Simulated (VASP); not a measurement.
CdTe, 2 atoms in the cell. It takes space group P6/mmm (No. 191, hexagonal). The conventional cell has a = 4.235 Å, b = 4.235 Å, c = 5.442 Å, α = 90.00°, β = 90.00°, γ = 120.00°. Cd (site symmetry 6/mmm) has 2 Te at 2.72 Å within 3.6 Å. Within 3.6 Å of Te (site symmetry 6/mmm) lie 2 Cd at 2.72 Å. The cell was generated, and may not be a known phase.

```yaml
Program: VASP 6.6.1
Task: relaxation of cell and atoms
Functional: PBE
Potentials_or_basis: VASP PAW PBE potentials, release 64 (Cd, Te)
Cutoff: 600 eV
k_mesh: 18 × 18 × 10
Occupations: gaussian, width 0.1 eV
Spin: no spin polarisation
Dipole_correction: no
Further_INCAR_settings: ALGO = Normal; EDIFF = 1e-07; IBRION = 2; EDIFFG = -0.01; NSW = 100; ISIF = 3
```

Potentials or basis: VASP PAW PBE potentials, release 64 (Cd, Te).

Command:

```bash
$ cat potpaw_PBE.64/Cd/POTCAR potpaw_PBE.64/Te/POTCAR > POTCAR
$ mpirun -np 1 vasp_std > vasp.out
```

Hardware: 1 thread of Oxide Virtual Turin-like Processor, with other jobs on the host.

Q: How long does it take, and how much memory?

A: Run time: 59 min on 1 thread of Oxide Virtual Turin-like Processor (shared host), peak memory 0.49 GiB. Counts: scf iterations 148, k points 222, ion steps 15.
